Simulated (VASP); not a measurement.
Wanted: the native input for a VASP 6.6.1 run.

```
Task                   : single point
Functional             : PBEsol
Potentials or basis    : VASP PAW PBE potentials, release 64 (Na_pv)
Cutoff                 : 520 eV
k mesh                 : 14 × 14 × 14
Occupations            : gaussian, width 0.1 eV
Spin                   : no spin polarisation
Dipole correction      : no
Further INCAR settings : ALGO = Normal; EDIFF = 1e-06; NBANDS = 10
```

The structure of Na lies in POSCAR:

```
Na
1.0
   -2.1410000000      2.1410000000      2.1410000000
    2.1410000000     -2.1410000000      2.1410000000
    2.1410000000      2.1410000000     -2.1410000000
Na
1
Direct
    0.0000000000      0.0000000000      0.0000000000
```

These files were run (other wordings do the same):

INCAR

```
  PREC = Accurate
  ENCUT = 520
  EDIFF = 1E-6
  ISMEAR = 0
  SIGMA = 0.1
  LREAL = F
  LASPH = T
  NELM = 80
  ALGO = Normal
  ISIF = 2
  LWAVE = F
  LCHARG = F
  GGA = PS
  NBANDS = 10
```

KPOINTS

```
regular mesh
0
Gamma
  14 14 14
```

Potentials or basis: VASP PAW PBE potentials, release 64 (Na_pv).

Launch:

```bash
$ cat potpaw_PBE.64/Na_pv/POTCAR > POTCAR
$ mpirun -np 1 vasp_std > vasp.out
```

It gave:

```json
{"Pressure": "-0.6 GPa"}
```

Caveat: the PAW data sets were made with another functional, which shifts forces and pressure a little.

Run time: 24 s on 1 thread of AMD EPYC 7R13 Processor (Zen 3), on a shared host, peak memory 0.14 GiB.
